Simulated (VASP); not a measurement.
A run of VASP 6.6.1:

Contents of POSCAR:

```
GeMo
1.0
    0.0000000000      2.1568366711      2.1568366711
    2.1568366711      0.0000000000      2.1568366711
    2.1568366711      2.1568366711      0.0000000000
Mo Ge
1 1
Direct
    0.0000000000      0.0000000000      0.0000000000
    0.5000000000      0.5000000000      0.5000000000
```

INCAR.step1

```
SYSTEM = GeMo
  ALGO = Normal
  EDIFF = 1E-4
  ENCUT = 520
  GGA = PE
  ISMEAR = -1
  LASPH = .True.
  LCHARG = .False.
  LREAL = .False.
  LWAVE = .True.
  NBANDS = 21
  NELM = 100
  PREC = Accurate
  SIGMA = 0.08
```

Contents of INCAR.step2:

```
SYSTEM = GeMo
  ALGO = Normal
  EDIFF = 1E-6
  ENCUT = 520
  ISIF = 2
  ISMEAR = -1
  ISTART = 1
  LASPH = .True.
  LCHARG = .False.
  LMIXTAU = .True.
  LREAL = .False.
  LWAVE = .False.
  METAGGA = R2SCAN
  NBANDS = 21
  NELM = 100
  PREC = Accurate
  SIGMA = 0.08
```

File KPOINTS:

```
k-points
0
Gamma
  14 14 14
  0 0 0
```

Potentials or basis: VASP PAW PBE potentials, release 64 (Mo_sv, Ge_d).

Run with:

```console
$ cat potpaw_PBE.64/Mo_sv/POTCAR potpaw_PBE.64/Ge_d/POTCAR > POTCAR
$ cp INCAR.step1 INCAR
$ mpirun -np 1 vasp_std > vasp.out
$ cp INCAR.step2 INCAR
$ mpirun -np 1 vasp_std > vasp.out
```

Hardware: 1 thread of AMD EPYC 9R45 96-Core Processor (Zen 5), on a shared host.

Task: How long does it take, and how much memory?

Result: Run time: 110 s on 1 thread of AMD EPYC 9R45 96-Core Processor (Zen 5), with other jobs on the host, peak memory 0.15 GiB. Counts: k points 104.
